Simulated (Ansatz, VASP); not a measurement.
**Bi in VASP and in Ansatz**

Contents of INCAR:

```
SYSTEM = Bi
PREC = Accurate
ENCUT = 520
EDIFF = 1E-7
ISMEAR = 0
SIGMA = 0.15
LREAL = .FALSE.
LASPH = .TRUE.
NELM = 80
ALGO = Fast
ISIF = 2
LWAVE = .FALSE.
LCHARG = .TRUE.
GGA = PE
LELF = .TRUE.
LVHAR = .TRUE.
NBANDS = 22
```

File KPOINTS:

```
Automatic mesh
0
G
  12 12 12
  0 0 0
```

POSCAR

```
Bi
1.0
    2.2389046832      1.2926322216      3.8946900000
   -2.2389046832      1.2926322216      3.8946900000
    0.0000000000     -2.5852644431      3.8946900000
Bi
2
Direct
    0.2338900000      0.2338900000      0.2338900000
    0.7661100000      0.7661100000      0.7661100000
```

Input for Ansatz:

```yaml
crystal:
  lattice:
    - [2.2389046832, 1.2926322216, 3.89469]
    - [-2.2389046832, 1.2926322216, 3.89469]
    - [0.0, -2.5852644431, 3.89469]
  atoms:
    - { symbol: Bi, position: [0.23389, 0.23389, 0.23389] }
    - { symbol: Bi, position: [0.76611, 0.76611, 0.76611] }
basis:
  ecutwfc: 420
kpoints:
  mp_grid: { grid: [12, 12, 12] }
hamiltonian:
  xc: pbe
scf:
  occupations: { method: gaussian, width: 0.15 }
output:
  forces: true
  stress: true
  eigenvalues: true
```

Change from the starting cell: strain -0.015 along x and y, -0.015 along z, atoms carried along.

Alike in both runs: task single point; functional PBE; k mesh 12 × 12 × 12; occupations gaussian, width 0.15 eV; no spin polarisation.

```csv
,VASP,Ansatz
version,VASP 6.6.1,Ansatz 0.2.0
potentials or method,"VASP PAW PBE potentials, release 64 (Bi_d), cutoff 520 eV","scalar-relativistic, plane waves, PAW"
valence electrons in the cell,30,30
```

Ansatz gave:

| Property | Result |
| --- | --- |
| gap on the k mesh at the Fermi level (eV) | none |
| pressure (GPa) | 4.3 |
| traceless stress, the component that is largest in VASP (GPa) | -0.18 |
| rms of the force components (eV/Å) | 0.240 |

Q: Which values does VASP return?

A: gap on the k mesh at the Fermi level (eV): none; pressure (GPa): 4.3; traceless stress, the component that is largest in VASP (GPa): -0.18; rms of the force components (eV/Å): 0.245.

Atom by atom the forces differ by 0.005 eV/Å (rms over components). A gap of «none» marks a metal or a gap that the smearing closes.

Spin-orbit coupling is off throughout.
